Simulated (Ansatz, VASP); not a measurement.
One calculation of Sn, two programs

```
Sn
1.0
    -2.97065    2.97065    1.62164
     2.97065   -2.97065    1.62164
     2.97065    2.97065   -1.62164
Sn
2
Direct
  0.00000 0.00000 0.00000
  0.75000 0.25000 0.50000
```

Alike in both runs: task single point; functional PBE; dispersion D4; k mesh 10 × 10 × 10; occupations fermi-dirac, width 0.1 eV; no spin polarisation.

```csv
,VASP,Ansatz
version,VASP 6.6.1,Ansatz 0.2.0
potentials or method,"VASP PAW PBE potentials, release 64 (Sn_d), cutoff 520 eV","plane waves, PAW"
valence electrons in the cell,28,28
```

|  | VASP | Ansatz | Ansatz less VASP |
| --- | --- | --- | --- |
| pressure (GPa) | -2.5 | -2.4 | +0.05 |
| traceless stress, the component that is largest in VASP (GPa) | -0.55 | -0.56 | -0.006 |
